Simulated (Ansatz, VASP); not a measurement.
**TiO2: VASP beside Ansatz**

```xyz
6
Lattice="2.7557 -2.7558 -0.0206 2.7557 2.7558 -0.0206 -2.7183 0.0000 5.0125" Properties=species:S:1:pos:R:3 pbc="T T T"
Ti    2.0761    2.0668    1.2326
Ti    0.7170   -2.0668    3.7388
O    -0.6651   -0.6889    3.1796
O     3.4582    0.6889    1.7918
O     2.0990   -0.6889    4.2980
O     0.6940    0.6889    0.6733
```

Alike in both runs: task single point; functional PBE; k mesh 6 × 6 × 6; occupations gaussian, width 0.05 eV; no spin polarisation; Hubbard terms Ti d U = 4.0 eV.

```csv
,VASP,Ansatz
version,VASP 6.6.1,Ansatz 0.2.0
potentials or method,"VASP PAW PBE potentials, release 64 (Ti_sv, O), cutoff 520 eV","scalar-relativistic, plane waves, PAW"
valence electrons in the cell,48,48
```

VASP gave:

| Property | Result |
| --- | --- |
| gap on the k mesh at the Fermi level (eV) | 2.65 |
| least direct gap on the mesh (eV) | 2.85 |
| pressure (GPa) | 0.1 |
| traceless stress, the component that is largest in VASP (GPa) | 10.93 |
| rms of the force components (eV/Å) | 0.905 |

Problem. What did Ansatz give for the same quantities?

Solution. gap on the k mesh at the Fermi level (eV): 2.67; least direct gap on the mesh (eV): 2.85; pressure (GPa): -3.5; traceless stress, the component that is largest in VASP (GPa): 9.98; rms of the force components (eV/Å): 0.794.

The programs project onto different local orbitals, so the same U acts differently, and such runs can settle in different states. Atom by atom the forces differ by 0.111 eV/Å (rms over components).
